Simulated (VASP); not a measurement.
MoS2, 3 atoms in the cell. The cell holds a slab with vacuum, 3 atoms: a = 3.142 Å, b = 3.142 Å, c = 17.337 Å, α = 90.00°, β = 90.00°, γ = 120.00°. 

- Program: VASP 6.6.1
- Task: single point
- Functional: PBEsol
- Potentials or basis: VASP PAW PBE potentials, release 64 (Mo_sv, S)
- Cutoff: 520 eV
- k mesh: 10 × 10 × 2
- Occupations: fermi-dirac, width 0.05 eV
- Spin: no spin polarisation
- Hubbard terms: Mo d U = 2.0 eV
- Dipole correction: no
- Further INCAR settings: ALGO = Normal; EDIFF = 1e-07; NBANDS = 20

Potentials or basis: VASP PAW PBE potentials, release 64 (Mo_sv, S).

Run with:

```sh
$ cat potpaw_PBE.64/Mo_sv/POTCAR potpaw_PBE.64/S/POTCAR > POTCAR
$ mpirun -np 1 vasp_std > vasp.out
```

Hardware: 1 thread of Intel(R) Xeon(R) 6975P-C (Granite Rapids), on a shared host.

Question: Estimate the wall time of this run.

Answer: Run time: 46 s on 1 thread of Intel(R) Xeon(R) 6975P-C (Granite Rapids), on a shared host, peak memory 0.29 GiB. Counts: scf iterations 23, k points 28.
